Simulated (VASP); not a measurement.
# CaF2 (gw) (Fm-3m) in VASP: G0W0 quasiparticle levels with PBE

Aim: the G0W0 quasiparticle levels of CaF2 (gw) with PBE.

All numbers are computed with VASP 6.6.1; they aren't measurements. Logs are shortened: lines on timing, memory, paths and dates and some standing lists are left out, and cuts for length are marked.

### Step 1. The cell of the first run

The structure is cubic, space group Fm-3m (No. 225). Conventional cell: a = 5.421 Å, b = 5.421 Å, c = 5.421 Å, α = 90.00°, β = 90.00°, γ = 90.00°. Ca (site symmetry m-3m) has 8 F at 2.35 Å within 3.1 Å. Within 3.1 Å of F (site symmetry -43m) lie 4 Ca at 2.35 Å and 6 F at 2.71 Å.

### Step 2. G0W0 quasiparticle levels, PBE

POSCAR

```
CaF2
1.0
    0.0000000000      2.7103819560      2.7103819560
    2.7103819560      0.0000000000      2.7103819560
    2.7103819560      2.7103819560      0.0000000000
Ca F
1 2
Direct
    0.0000000000      0.0000000000      0.0000000000
    0.2500000000      0.2500000000      0.2500000000
    0.7500000000      0.7500000000      0.7500000000
```

INCAR.step1

```
PREC = Accurate
ENCUT = 500
EDIFF = 1E-8
ISMEAR = 0
SIGMA = 0.01
LREAL = False
LASPH = True
NELM = 100
ALGO = Normal
LWAVE = True
LCHARG = False
GGA = PE
```

INCAR.step2

```
PREC = Accurate
ENCUT = 500
EDIFF = 1E-8
ISMEAR = 0
SIGMA = 0.01
LREAL = False
LASPH = True
NELM = 1
ALGO = Exact
LWAVE = True
LCHARG = False
GGA = PE
NBANDS = 76
LOPTICS = True
ISTART = 1
```

INCAR.step3

```
PREC = Accurate
ENCUT = 500
EDIFF = 1E-8
ISMEAR = 0
SIGMA = 0.01
LREAL = False
LASPH = True
ALGO = EVGW0
LWAVE = False
LCHARG = False
GGA = PE
NELMGW = 1
NBANDS = 76
ENCUTGW = 80.0
NOMEGA = 48
PRECFOCK = Fast
ISTART = 1
NBANDSGW = 20
```

KPOINTS

```
Automatic mesh
0
Gamma
  4 4 4
```

Potentials or basis: VASP PAW PBE potentials, release 64 (Ca_sv_GW, F_GW).

The run is started by

```console
$ cat potpaw_PBE.64/Ca_sv_GW/POTCAR potpaw_PBE.64/F_GW/POTCAR > POTCAR
$ cp INCAR.step1 INCAR
$ mpirun -np 1 vasp_std > vasp.out
$ cp INCAR.step2 INCAR
$ mpirun -np 1 vasp_std > vasp.out
$ cp INCAR.step3 INCAR
$ mpirun -np 1 vasp_std > vasp.out
```

OUTCAR:

```text
PREC = Accurate
   ENCUT = 500
   EDIFF = 1E-8
   ISMEAR = 0
   LREAL = False
   LASPH = True
   GGA = PE
   NELMGW = 1
   ENCUTGW = 80.0
   PRECFOCK = Fast
   ISTART = 1

 ion  position               nearest neighbor table
   1  0.000  0.000  0.000-   2 2.35   3 2.35   3 2.35   3 2.35   3 2.35   2 2.35   2 2.35   2 2.35

   2  0.250  0.250  0.250-   1 2.35   1 2.35   1 2.35   1 2.35
   3  0.750  0.750  0.750-   1 2.35   1 2.35   1 2.35   1 2.35

  LATTYP: Found a face centered cubic cell.
 ALAT       =     5.4207639120

  Lattice vectors:

 A1 = (   0.0000000000,   2.7103819560,   2.7103819560)
 A2 = (   2.7103819560,   0.0000000000,   2.7103819560)
 A3 = (   2.7103819560,   2.7103819560,   0.0000000000)

Analysis of symmetry for initial positions (statically):
=====================================================================
 Subroutine PRICEL returns:
 Original cell was already a primitive cell.

 Routine SETGRP: Setting up the symmetry group for a
 face centered cubic supercell.

 Subroutine GETGRP returns: Found 48 space group operations
 (whereof 48 operations were pure point group operations)
 out of a pool of 48 trial point group operations.

The static configuration has the point symmetry O_h .

Analysis of symmetry for dynamics (positions and initial velocities):
=====================================================================
 Subroutine PRICEL returns:
 Original cell was already a primitive cell.

 Routine SETGRP: Setting up the symmetry group for a
 face centered cubic supercell.

 Subroutine GETGRP returns: Found 48 space group operations
 (whereof 48 operations were pure point group operations)
 out of a pool of 48 trial point group operations.

The dynamic configuration has the point symmetry O_h .

 Subroutine INISYM returns: Found 48 space group operations
 (whereof 48 operations are pure point group operations),
 and found     1 'primitive' translations

----------------------------------------------------------------------------------------

                                     Primitive cell

  volume of cell :      39.8219

  direct lattice vectors                    reciprocal lattice vectors
     0.000000000  2.710381956  2.710381956    -0.184475844  0.184475844  0.184475844
     2.710381956  0.000000000  2.710381956     0.184475844 -0.184475844  0.184475844
     2.710381956  2.710381956  0.000000000     0.184475844  0.184475844 -0.184475844

  length of vectors
     3.833058921  3.833058921  3.833058921     0.319521535  0.319521535  0.319521535

  position of ions in fractional coordinates (direct lattice)
     0.000000000  0.000000000  0.000000000
     0.250000000  0.250000000  0.250000000
     0.750000000  0.750000000  0.750000000

  ion indices of the primitive-cell ions
   primitive index   ion index
                 1           1
                 2           2
                 3           3

----------------------------------------------------------------------------------------

 KPOINTS: Automatic mesh

Automatic generation of k-mesh.
 Grid dimensions read from file:
 generate k-points for:    4    4    4

 Generating k-lattice:

  Cartesian coordinates                     Fractional coordinates (reciprocal lattice)
    -0.046118961  0.046118961  0.046118961     0.250000000  0.000000000  0.000000000
     0.046118961 -0.046118961  0.046118961     0.000000000  0.250000000  0.000000000
     0.046118961  0.046118961 -0.046118961     0.000000000  0.000000000  0.250000000

  Length of vectors
     0.079880384  0.079880384  0.079880384

  Shift w.r.t. Gamma in fractional coordinates (k-lattice)
     0.000000000  0.000000000  0.000000000

 Subroutine IBZKPT returns following result:
 ===========================================

 Found      8 irreducible k-points:

 Following reciprocal coordinates:
            Coordinates               Weight
  0.000000  0.000000  0.000000      1.000000
  0.250000  0.000000  0.000000      8.000000
  0.500000  0.000000  0.000000      4.000000
  0.250000  0.250000  0.000000      6.000000
  0.500000  0.250000  0.000000     24.000000
 -0.250000  0.250000  0.000000     12.000000
  0.500000  0.500000  0.000000      3.000000
 -0.250000  0.500000  0.250000      6.000000
   k-points           NKPTS =      8   k-points in BZ     NKDIM =     64   number of bands    NBANDS=     76
   number of dos      NEDOS =    301   number of ions     NIONS =      3
   total plane-waves  NPLWV =  21952
   dimension x,y,z NGX =    28 NGY =   28 NGZ =   28
   dimension x,y,z NGXF=    56 NGYF=   56 NGZF=   56
   ions per type =               1   2
   NGX,Y,Z   is equivalent  to a cutoff of  12.14, 12.14, 12.14 a.u.
   NGXF,Y,Z  is equivalent  to a cutoff of  24.29, 24.29, 24.29 a.u.
 SYSTEM =  unknown system
   PREC   = accura    normal or accurate (medium, high low for compatibility)
   ISTART =      1    job   : 0-new  1-cont  2-samecut
   ICHARG =      0    charge: 1-file 2-atom 10-const
   ISPIN  =      1    spin polarized calculation?
   LNONCOLLINEAR =      F non collinear calculations
   LSORBIT =      F    spin-orbit coupling
   LASPH  =      T    aspherical Exc in radial PAW
   ENCUT  =  500.0 eV  36.75 Ry    6.06 a.u.   6.99  6.99  6.99*2*pi/ulx,y,z
   NELM   =     60;   NELMIN=  2; NELMDL=  0     # of ELM steps
   EDIFF  = 0.1E-07   stopping-criterion for ELM
   LREAL  =      F    real-space projection
   EDIFFG = 0.1E-06   stopping-criterion for IOM
   NSW    =      0    number of steps for IOM
   IBRION =     -1    ionic relax: 0-MD 1-quasi-New 2-CG
   NFREE  =      0    steps in history (QN), initial steepest desc. (CG)
   ISIF   =      0    stress and relaxation
   ISYM   =      3    0-nonsym 1-usesym 2-fastsym
   POTIM  = 0.5000    time-step for ionic-motion
   TEBEG  =    0.0;   TEEND  =   0.0 temperature during run
   PSTRESS=    0.0 pullay stress
   NELECT =      24.0000    total number of electrons
   NUPDOWN=      -1.0000    fix difference up-down
   EMIN   =  10.00;   EMAX   =-10.00  energy-range for DOS
   EFERMI =   0.00;   METHOD = LEGACY
   ISMEAR =     0;   SIGMA  =   0.01  broadening in eV -4-tet -1-fermi 0-gaus
   EFERMI_NEDOS =   21; number of points for ismear=-14 and -15
   IALGO  =     38    algorithm
   IMIX   =      4    mixing-type and parameters
     AMIX     =   0.40;   BMIX     =  1.00
     AMIX_MAG =   1.60;   BMIX_MAG =  1.00
  volume/ion in A,a.u.               =      13.27        89.58
  Fermi-wavevector in a.u.,A,eV,Ry     =   1.382838  2.613186 26.017631  1.912242
  Thomas-Fermi vector in A             =   2.507492
   LORBIT       =      0    0 simple, 1 ext, 2 COOP (PROOUT), +10 PAW based schemes
   GGA     = PE    functional components
   LHFCALC =     T    Hartree Fock is set to
   PRECFOCK=fast      Normal, Fast or Accurate (Low or Medium for compatibility)
   ENCUT4O =  -1.0   cutoff for four orbital integrals eV
   NKREDX  =     1    reduce k-point grid by
   NKREDY  =     1    reduce k-point grid by
   NKREDZ  =     1    reduce k-point grid by
   AEXX    =    1.0000 exact exchange contribution
   HFSCREEN=    0.0000 screening length (either q_TF or 0.3 A-1)
   HFSCREENC=   0.0000 screening length for correlation (either q_TF or 0.3 A-1)
   ENCUTFOCK=  -1.0 apply spherical cutoff to Coloumb kernel
   IVDW    =     0    specifies the selected vdW correction
   LEPSILON=     F    determine dielectric tensor
   LRPA    =     F    only Hartree local field effects (RPA)
   LRPAFORCE           =     F    calculate RPA forces
   ENCUTGW             =  80.0    cutoff for response function in eV
   ENCUTGWSOFT         =  64.0    soft cutoff for Coulomb kernel in GW response function in eV
   ENCUTLF             =  -1.0    cutoff for local field effects
   NELMGW              =     1    number of iterations in solving QP/BSE equation
   NELMHF              =     1    number of iterations in the inner HF iteration
   NKREDLFX            =     1    NKREDLFY  =   1   NKREDLFZ  =   1
 non-spin polarized calculation
 Gauss-broadening in eV      SIGMA  =   0.01
  energy-cutoff  :      500.00
  volume of cell :       39.82
 maximum number of plane-waves:      1036
  NGX = 16; NGY = 16; NGZ = 16
   NGX = 13   NGY = 13   NGZ = 13
 maximum number of plane-waves:        70
 NGX is ok and might be reduce to    14

 QP shifts <psi_nk| G(iteration)W_0 |psi_nk>: iteration 1
 for sc-GW calculations column KS-energies equals QP-energies in previous step
 and V_xc(KS)=  KS-energies - (<T + V_ion + V_H > + <T+V_H+V_ion>^1  + <V_x>^1)

 k-point   1 :       0.0000    0.0000    0.0000
  band No.  KS-energies  QP-energies   sigma(KS)   V_xc(KS)     V^pw_x(r,r')   Z            occupation Imag(sigma)

      1     -34.7583     -37.8916     -25.1753     -20.6878     -34.4668       0.6982       2.0000       0.7964
      2     -18.8185     -23.0874     -28.4180     -22.5995     -36.7333       0.7337       2.0000       0.8034
      3     -18.0128     -22.3160     -29.3600     -23.5414     -37.6091       0.7396       2.0000       0.7381
      4     -15.6970     -18.9123     -23.9082     -19.9946     -27.9865       0.8215       2.0000       0.2299
      5     -15.6970     -18.9123     -23.9082     -19.9946     -27.9865       0.8215       2.0000       0.2299
      6     -15.6970     -18.9123     -23.9082     -19.9946     -27.9865       0.8215       2.0000       0.2299
[... 12 lines left out ...]
     19      18.2841      19.5219      -6.6633      -8.1007      -2.9659       0.8611       0.0000      -0.1799
     20      18.2841      19.5219      -6.6633      -8.1007      -2.9659       0.8611       0.0000      -0.1799

 k-point   2 :       0.2500    0.0000    0.0000
  band No.  KS-energies  QP-energies   sigma(KS)   V_xc(KS)     V^pw_x(r,r')   Z            occupation Imag(sigma)

      1     -34.7396     -37.8713     -25.1885     -20.7079     -34.4773       0.6989       2.0000       0.7847
      2     -18.9324     -23.1221     -27.9575     -22.2587     -36.0781       0.7352       2.0000       0.7724
      3     -18.1917     -22.4764     -29.0913     -23.2891     -37.3250       0.7385       2.0000       0.7490
      4     -15.7202     -18.9426     -23.8884     -19.9664     -27.9767       0.8216       2.0000       0.2377
      5     -15.7202     -18.9426     -23.8884     -19.9664     -27.9767       0.8216       2.0000       0.2377
      6     -15.4471     -18.7743     -24.5860     -20.5423     -28.9026       0.8228       2.0000       0.2753
[... 12 lines left out ...]
     19      16.3317      17.6769      -7.7760      -9.3518      -4.1397       0.8537       0.0000      -0.1495
     20      19.5422      21.0382      -7.4156      -9.1642      -3.5511       0.8555       0.0000      -0.2270
[... 102 lines left out ...]
      3     -18.3369     -22.6280     -28.9815     -23.1654     -37.2657       0.7378       2.0000       0.7655
      4     -15.8117     -19.0429     -23.7971     -19.8440     -27.9230       0.8174       2.0000       0.2678
      5     -15.8117     -19.0429     -23.7971     -19.8440     -27.9230       0.8174       2.0000       0.2678
      6     -14.9987     -18.4125     -25.3969     -21.2723     -29.8851       0.8277       2.0000       0.2979
[... 12 lines left out ...]
     19      16.2364      18.6457     -10.1569     -13.0781      -6.2635       0.8248       0.0000      -0.1998
     20      18.1992      20.3193      -9.2785     -11.8248      -5.1898       0.8326       0.0000      -0.2137

 k-point   8 :      -0.2500    0.5000    0.2500
  band No.  KS-energies  QP-energies   sigma(KS)   V_xc(KS)     V^pw_x(r,r')   Z            occupation Imag(sigma)

      1     -34.7083     -37.8610     -25.2110     -20.7415     -34.4949       0.7054       2.0000       0.7641
      2     -18.8101     -22.9671     -27.9059     -22.2739     -35.9033       0.7381       2.0000       0.7418
      3     -18.8101     -22.9671     -27.9059     -22.2739     -35.9033       0.7381       2.0000       0.7418
      4     -15.8147     -19.0463     -23.7911     -19.8365     -27.9181       0.8172       2.0000       0.2701
      5     -15.3498     -18.7127     -24.8564     -20.7674     -29.2637       0.8224       2.0000       0.2904
      6     -15.3498     -18.7127     -24.8564     -20.7674     -29.2637       0.8224       2.0000       0.2904
[... 12 lines left out ...]
     19      17.0608      19.1175      -9.8945     -12.3413      -6.0646       0.8406       0.0000      -0.1847
     20      17.0608      19.1175      -9.8945     -12.3413      -6.0646       0.8406       0.0000      -0.1847
```

Run time: 2.7 min. Hardware: 1 thread of Intel Xeon 8259CL, shared host; peak memory 0.38 GiB.

What came out:

```yaml
Band_gap_on_the_k_mesh_mean-field_level: 7.43 eV, indirect (least direct gap 7.69 eV)
Quasiparticle_gap: 10.50 eV
Least_direct_quasiparticle_gap: 10.81 eV
```

Caveat: the k points lie up to 0.50 Å⁻¹ apart; bands, screening cutoff and mesh are small and nothing is extrapolated, so the quasiparticle values aren't converged.
